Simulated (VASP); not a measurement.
# Mg (P6/mmm) in VASP: further runs

Runs on Mg. Level: PBE. Tasks: single point.

Everything below comes from runs of VASP 6.6.1. Logs are shortened: lines on timing, memory, paths and dates and some standing lists are left out, and cuts for length are marked.

**1. The cell of the first run**

The structure is hexagonal, space group P6/mmm (No. 191). The conventional cell has a = 3.011 Å, b = 3.011 Å, c = 2.914 Å, α = 90.00°, β = 90.00°, γ = 120.00°. Within 3.8 Å of Mg (site symmetry 6/mmm) lie 8 Mg at 2.91 to 3.01 Å.

This isn't the form of Mg at room conditions, which is hcp.

**2. Single point, PBE (strained)**

File INCAR:

```
SYSTEM = Mg
ALGO     = Normal         ! electronic algorithm
EDIFF    = 1E-6           ! SCF threshold, eV
ENCUT    = 600            ! plane-wave cutoff, eV
GGA      = PE             ! functional
GGA_COMPAT= .FALSE.      
ISIF     = 2              ! what is computed and relaxed
ISMEAR   = 0              ! smearing method
LASPH    = .TRUE.         ! aspherical terms in the spheres
LCHARG   = .FALSE.        ! write CHGCAR
LREAL    = .FALSE.        ! projectors in reciprocal space
LWAVE    = .FALSE.        ! write WAVECAR
NBANDS   = 7              ! bands
NELM     = 120            ! most SCF steps
PREC     = Accurate       ! precision mode
SIGMA    = 0.1            ! smearing width, eV
```

File KPOINTS:

```
k-points
0
G
  15 15 14
  0 0 0
```

File POSCAR:

```
Mg
1.0
    3.0108594241      0.0000000000      0.0000000000
   -1.5054297121      2.6074807485      0.0000000000
    0.0000000000      0.0000000000      2.9141226931
Mg
1
Direct
    0.0000000000      0.0000000000      0.0000000000
```

Potentials or basis: VASP PAW PBE potentials, release 64 (Mg).

Run with:

```console
cat potpaw_PBE.64/Mg/POTCAR > POTCAR
mpirun -np 1 vasp_std > vasp.out
```

OUTCAR:

```text
SYSTEM = Mg
   EDIFF = 1E-6
   ENCUT = 600
   GGA = PE
   ISIF = 2
   ISMEAR = 0
   LASPH = .TRUE.
   LREAL = .FALSE.
   NELM = 120
   PREC = Accurate

 ion  position               nearest neighbor table
   1  0.000  0.000  0.000-

  LATTYP: Found a hexagonal cell.
 ALAT       =     3.0108594241
 C/A-ratio  =     0.9678707248

  Lattice vectors:

 A1 = (   3.0108594241,   0.0000000000,   0.0000000000)
 A2 = (  -1.5054297121,   2.6074807485,   0.0000000000)
 A3 = (   0.0000000000,   0.0000000000,   2.9141226931)

Analysis of symmetry for initial positions (statically):
=====================================================================
 Subroutine PRICEL returns:
 Original cell was already a primitive cell.

 Routine SETGRP: Setting up the symmetry group for a
 hexagonal supercell.

 Subroutine GETGRP returns: Found 24 space group operations
 (whereof 24 operations were pure point group operations)
 out of a pool of 24 trial point group operations.

The static configuration has the point symmetry D_6h.

Analysis of symmetry for dynamics (positions and initial velocities):
=====================================================================
 Subroutine PRICEL returns:
 Original cell was already a primitive cell.

 Routine SETGRP: Setting up the symmetry group for a
 hexagonal supercell.

 Subroutine GETGRP returns: Found 24 space group operations
 (whereof 24 operations were pure point group operations)
 out of a pool of 24 trial point group operations.

The dynamic configuration has the point symmetry D_6h.

 Subroutine INISYM returns: Found 24 space group operations
 (whereof 24 operations are pure point group operations),
 and found     1 'primitive' translations

----------------------------------------------------------------------------------------

                                     Primitive cell

  volume of cell :      22.8781

  direct lattice vectors                    reciprocal lattice vectors
     3.010859424  0.000000000  0.000000000     0.332131083  0.191755970  0.000000000
    -1.505429712  2.607480749  0.000000000     0.000000000  0.383511940  0.000000000
     0.000000000  0.000000000  2.914122693     0.000000000  0.000000000  0.343156451

  length of vectors
     3.010859424  3.010859424  2.914122693     0.383511940  0.383511940  0.343156451

  position of ions in fractional coordinates (direct lattice)
     0.000000000  0.000000000  0.000000000

  ion indices of the primitive-cell ions
   primitive index   ion index
                 1           1

----------------------------------------------------------------------------------------

 KPOINTS: k-points

Automatic generation of k-mesh.
 Grid dimensions read from file:
 generate k-points for:   15   15   14

 Generating k-lattice:

  Cartesian coordinates                     Fractional coordinates (reciprocal lattice)
     0.022142072  0.012783731  0.000000000     0.066666667  0.000000000  0.000000000
     0.000000000  0.025567463  0.000000000     0.000000000  0.066666667  0.000000000
     0.000000000  0.000000000  0.024511175     0.000000000  0.000000000  0.071428571

  Length of vectors
     0.025567463  0.025567463  0.024511175

  Shift w.r.t. Gamma in fractional coordinates (k-lattice)
     0.000000000  0.000000000  0.000000000

 Subroutine IBZKPT returns following result:
 ===========================================

 Found    216 irreducible k-points:

 Following reciprocal coordinates:
            Coordinates               Weight
  0.000000  0.000000  0.000000      1.000000
  0.066667  0.000000  0.000000      6.000000
  0.133333 -0.000000  0.000000      6.000000
  0.200000 -0.000000  0.000000      6.000000
  0.266667 -0.000000  0.000000      6.000000
  0.333333 -0.000000  0.000000      6.000000
[... 16 lines left out ...]
  0.333333  0.200000  0.000000     12.000000
  0.400000  0.200000  0.000000      6.000000
 [... further k-points ...]
   k-points           NKPTS =    216   k-points in BZ     NKDIM =    216   number of bands    NBANDS=      7
   number of dos      NEDOS =    301   number of ions     NIONS =      1
   total plane-waves  NPLWV =  13824
   dimension x,y,z NGX =    24 NGY =   24 NGZ =   24
   dimension x,y,z NGXF=    48 NGYF=   48 NGZF=   48
   ions per type =               1
   NGX,Y,Z   is equivalent  to a cutoff of  13.25, 13.25, 13.69 a.u.
   NGXF,Y,Z  is equivalent  to a cutoff of  26.50, 26.50, 27.38 a.u.
 SYSTEM =  Mg
   PREC   = accura    normal or accurate (medium, high low for compatibility)
   ISTART =      0    job   : 0-new  1-cont  2-samecut
   ICHARG =      2    charge: 1-file 2-atom 10-const
   ISPIN  =      1    spin polarized calculation?
   LNONCOLLINEAR =      F non collinear calculations
   LSORBIT =      F    spin-orbit coupling
   LASPH  =      T    aspherical Exc in radial PAW
   ENCUT  =  600.0 eV  44.10 Ry    6.64 a.u.   6.01  6.01  5.82*2*pi/ulx,y,z
   NELM   =    120;   NELMIN=  2; NELMDL= -5     # of ELM steps
   EDIFF  = 0.1E-05   stopping-criterion for ELM
   LREAL  =      F    real-space projection
   EDIFFG = 0.1E-04   stopping-criterion for IOM
   NSW    =      0    number of steps for IOM
   IBRION =     -1    ionic relax: 0-MD 1-quasi-New 2-CG
   NFREE  =      0    steps in history (QN), initial steepest desc. (CG)
   ISIF   =      2    stress and relaxation
   ISYM   =      2    0-nonsym 1-usesym 2-fastsym
   POTIM  = 0.5000    time-step for ionic-motion
   TEBEG  =    0.0;   TEEND  =   0.0 temperature during run
   PSTRESS=    0.0 pullay stress
   NELECT =       2.0000    total number of electrons
   NUPDOWN=      -1.0000    fix difference up-down
   EMIN   =  10.00;   EMAX   =-10.00  energy-range for DOS
   EFERMI =   0.00;   METHOD = LEGACY
   ISMEAR =     0;   SIGMA  =   0.10  broadening in eV -4-tet -1-fermi 0-gaus
   EFERMI_NEDOS =   21; number of points for ismear=-14 and -15
   IALGO  =     38    algorithm
   IMIX   =      4    mixing-type and parameters
     AMIX     =   0.40;   BMIX     =  1.00
     AMIX_MAG =   1.60;   BMIX_MAG =  1.00
  volume/ion in A,a.u.               =      22.88       154.39
  Fermi-wavevector in a.u.,A,eV,Ry     =   0.726571  1.373021  7.182599  0.527906
  Thomas-Fermi vector in A             =   1.817578
   LORBIT       =      0    0 simple, 1 ext, 2 COOP (PROOUT), +10 PAW based schemes
   GGA     = PE    functional components
   LHFCALC =     F    Hartree Fock is set to
   AEXX    =    0.0000 exact exchange contribution
   IVDW    =     0    specifies the selected vdW correction
   LEPSILON=     F    determine dielectric tensor
   LRPA    =     F    only Hartree local field effects (RPA)
 non-spin polarized calculation
 Gauss-broadening in eV      SIGMA  =   0.10
  energy-cutoff  :      600.00
  volume of cell :       22.88
 maximum number of plane-waves:       792
   NGX = 13   NGY = 13   NGZ = 11

 number of electron       2.0000000 magnetization

 Free energy of the ion-electron system (eV)
  ---------------------------------------------------
  ext. energy  EPLUGINS =         0.00000000
  ---------------------------------------------------
  free energy    TOTEN  =        -1.25026752 eV

  energy without entropy =       -1.24861767  energy(sigma->0) =       -1.24944259

 E-fermi :   2.6612     XC(G=0):  -8.4850

 val. band max:        2.6519869226   @ k =   0.2000   0.2000   0.5000
 cond. band min:       2.6791503206   @ k =   0.4000   0.0667   0.0000
 fundamental gap:      0.0271633980
 Fermi energy:         2.6611803988

 k-point     1 :       0.0000    0.0000    0.0000
  band No.  band energies     occupation
      1      -4.3088      2.00000
      2      11.2479      0.00000
      3      12.5416      0.00000
      4      15.3187      0.00000
      5      15.3187      0.00000
      6      16.5740      0.00000
      7      16.5740      0.00000

 k-point     2 :       0.0667    0.0000    0.0000
  band No.  band energies     occupation
      1      -4.2101      2.00000
      2      11.1949      0.00000
      3      12.6215      0.00000
      4      13.7974      0.00000
      5      14.6531      0.00000
      6      16.5535      0.00000
      7      17.4069      0.00000

 k-point     3 :       0.1333   -0.0000    0.0000
  band No.  band energies     occupation
      1      -3.9147      2.00000
      2      10.6599      0.00000
      3      12.1460      0.00000
      4      12.8613      0.00000
      5      13.7503      0.00000
      6      16.1576      0.00000
      7      18.8104      0.00000

 k-point     4 :       0.2000   -0.0000    0.0000
  band No.  band energies     occupation
      1      -3.4245      2.00000
      2       8.9442      0.00000
      3      11.6817      0.00000
      4      12.9664      0.00000
      5      13.2615      0.00000
      6      15.9182      0.00000
      7      20.4227      0.00000

 k-point     5 :       0.2667   -0.0000    0.0000
  band No.  band energies     occupation
      1      -2.7427      2.00000
      2       6.9919      0.00000
      3      11.4824      0.00000
      4      12.3336      0.00000
      5      13.8221      0.00000
      6      16.0406      0.00000
      7      22.2023      0.00000
[... 161 lines left out ...]
 k-point    22 :       0.2667    0.2000    0.0000
  band No.  band energies     occupation
      1      -0.7291      2.00000
      2       4.8040      0.00000
      3       6.3246      0.00000
      4      15.5099      0.00000
      5      15.7002      0.00000
      6      18.9602      0.00000
      7      20.5184      0.00000

 k-point    23 :       0.3333    0.2000    0.0000
  band No.  band energies     occupation
      1       0.3949      2.00000
      2       3.2130      0.00000
      3       6.0275      0.00000
      4      16.3384      0.00000
      5      16.4528      0.00000
      6      19.0114      0.00000
      7      19.0899      0.00000

 k-point    24 :       0.4000    0.2000    0.0000
  band No.  band energies     occupation
      1       1.4732      2.00000
      2       1.9741      2.00000
      3       5.9323      0.00000
      4      16.5860      0.00000
      5      17.2235      0.00000
      6      18.1549      0.00000
      7      19.1632      0.00000

 [... further k-points ...]

------------------------ aborting loop because EDIFF is reached ----------------------------------------

  FORCE on cell =-STRESS in cart. coord.  units (eV):
  Direction    XX          YY          ZZ          XY          YZ          ZX
  --------------------------------------------------------------------------------------
  -------------------------------------------------------------------------------------
  Total        0.4277047      0.4277047      0.6729910     -0.0000000      0.0000000      0.0000000
  in kB       29.9526458     29.9526458     47.1303261     -0.0000000      0.0000000      0.0000000
  external PRESSURE =      35.6785392 kB  Pullay stress =       0.0000000 kB

 VOLUME and BASIS-vectors are now :
 -----------------------------------------------------------------------------
  energy-cutoff  :      600.00
  volume of cell :       22.88
      direct lattice vectors                 reciprocal lattice vectors
     3.010859424  0.000000000  0.000000000     0.332131083  0.191755970  0.000000000
    -1.505429712  2.607480749  0.000000000     0.000000000  0.383511940  0.000000000
     0.000000000  0.000000000  2.914122693     0.000000000  0.000000000  0.343156451

 POSITION                                       TOTAL-FORCE (eV/Angst)
 -----------------------------------------------------------------------------------
      0.00000      0.00000      0.00000         0.000000      0.000000      0.000000
 -----------------------------------------------------------------------------------
    total drift:                                0.000000      0.000000      0.000000

  FREE ENERGIE OF THE ION-ELECTRON SYSTEM (eV)
  ---------------------------------------------------
  free  energy   TOTEN  =        -1.2502675218 eV

  energy  without entropy=       -1.2486176655  energy(sigma->0) =       -1.24944259
```

Run time: 9.5 s. Hardware: 1 thread of Intel Xeon Platinum 8488C (Sapphire Rapids), shared host; peak memory 0.16 GiB.

What came out:

| Item | Value |
| --- | --- |
| Free energy | -1.2503 eV |
| Pressure | 3.6 GPa |
| Band gap on the k mesh | zero (bands 1 and 2 overlap by 5.78 eV) |

Stress tensor (GPa, compression positive):
```
3.00 0.00 0.00
0.00 3.00 0.00
0.00 0.00 4.71
```

Caveat: the cell differs from its parent crystal (strained); the cell stands under pressure.

(Part 1 of 2 ends here.)
